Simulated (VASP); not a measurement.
Crystal: Cu2Rh.

```
Cu Rh
1.0
     3.87844    0.00000    0.00000
    -1.93922    3.35883    0.00000
     0.00000    0.00000    2.72796
Cu Rh
2 1
Direct
  0.33333 0.66667 0.50000
  0.66667 0.33333 0.50000
  0.00000 0.00000 0.00000
```

* Program: VASP 6.6.1
* Task: relaxation of cell and atoms
* Functional: PBE
* Potentials or basis: VASP PAW PBE potentials, release 64 (Cu, Rh_pv)
* Cutoff: 600 eV
* k mesh: 6 × 6 × 6
* Occupations: gaussian, width 0.1 eV
* Spin: no spin polarisation

At the start: pressure 21.5 GPa; volume 11.85 Å³/atom.

Task: Where does the relaxation end?

Result: Over 6 steps the energy falls by 182.6 meV/atom and the volume is 12.92 Å³/atom (+9.1 %); space group P6/mmm (No. 191, to 0.05 Å).

Step by step:
```
step  energy change (eV)  largest force (eV/Å)  pressure (GPa)  volume (Å³)
   1              0.0000                0.0000           21.52        35.54
   2             -0.2012                0.0000          -16.00        44.21
   3             -0.3945                0.0000           -4.84        40.18
   4             -0.5341                0.0000           -1.64        39.17
   5             -0.5474                0.0000           -0.07        38.82
   6             -0.5477                0.0000            0.25        38.76
```

Final structure:
```
Cu Rh
1.0
     4.20215    0.00000    0.00000
    -2.10107    3.63917    0.00000
     0.00000    0.00000    2.53445
Cu Rh
2 1
Cartesian
  0.0000 2.4261 1.2672
  2.1011 1.2131 1.2672
  -2.1011 3.6392 2.5344
```

Caveat: the k points lie up to 0.41 Å⁻¹ apart in the final cell.
